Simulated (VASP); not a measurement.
Write the native input for VASP 6.6.1 that does the following.

* Task: single point
* Functional: PBEsol
* Potentials or basis: VASP PAW PBE potentials, release 64 (Sn_d, As)
* Cutoff: 520 eV
* k mesh: 18 × 18 × 18
* Occupations: gaussian, width 0.03 eV
* Spin: no spin polarisation
* Dipole correction: no
* Further INCAR settings: ALGO = Normal; EDIFF = 1e-06; NBANDS = 16

The structure of SnAs (w002) lies in POSCAR:

```
SnAs
1.0
    0.0000000000      2.8566582531      2.8566582531
    2.8566582531      0.0000000000      2.8566582531
    2.8566582531      2.8566582531      0.0000000000
Sn As
1 1
Direct
    0.0000000000      0.0000000000      0.0000000000
    0.5000000000      0.5000000000      0.5000000000
```

The input as run:

INCAR

```
ALGO = Normal
EDIFF = 1E-6
ENCUT = 520
GGA = PS
ISIF = 2
ISMEAR = 0
LASPH = T
LCHARG = F
LREAL = F
LWAVE = F
NBANDS = 16
NELM = 100
PREC = Accurate
SIGMA = 0.03
```

KPOINTS

```
k-points
0
Gamma
  18 18 18
```

Potentials or basis: VASP PAW PBE potentials, release 64 (Sn_d, As).

Launch:

```console
$ cat potpaw_PBE.64/Sn_d/POTCAR potpaw_PBE.64/As/POTCAR > POTCAR
$ mpirun -np 1 vasp_std > vasp.out
```

Results of the run:

```
Pressure : 0.1 GPa
```

Caveat: the PAW data sets were made with another functional, which shifts forces and pressure a little.

Run time: 90 s on 1 thread of Intel(R) Xeon(R) Platinum 8559C (Emerald Rapids), with other jobs on the host, peak memory 0.28 GiB.
